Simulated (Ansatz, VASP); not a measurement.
## One calculation of CuO, two programs

```
Cu O
1.0
     1.99097   -2.15355    0.00000
     1.99097    2.15355    0.00000
     0.00000    0.00000    5.15593
Cu O
2 2
Direct
  0.00000 0.50000 0.50000
  0.50000 0.00000 0.00000
  0.50000 0.50000 0.75000
  0.50000 0.50000 0.25000
```

Alike in both runs: task single point; functional PBE; k mesh 6 × 6 × 4; occupations gaussian, width 0.1 eV; collinear spin.

|  | VASP | Ansatz |
| --- | --- | --- |
| version | VASP 6.6.1 | Ansatz 0.2.0 |
| potentials or method | VASP PAW PBE potentials, release 64 (Cu, O), cutoff 520 eV | scalar-relativistic, plane waves, PAW |
| valence electrons in the cell | 34 | 50 |

Ansatz gave:

| Item | Value |
| --- | --- |
| gap on the k mesh at the Fermi level (eV) | none |
| pressure (GPa) | 1.4 |
| traceless stress, the component that is largest in VASP (GPa) | -0.50 |
| net moment per atom (μB) | 0.00 |

Q: Estimate VASP's values.

A: gap on the k mesh at the Fermi level (eV): none; pressure (GPa): 2.2; traceless stress, the component that is largest in VASP (GPa): -0.55; net moment per atom (μB): 0.00.

A gap of «none» marks a metal or a gap that the smearing closes. VASP's potentials hold 34 valence electrons a cell and Ansatz's 50, so a difference there can come from the potentials and not from the codes. Ansatz's warnings: seeded moment not kept.
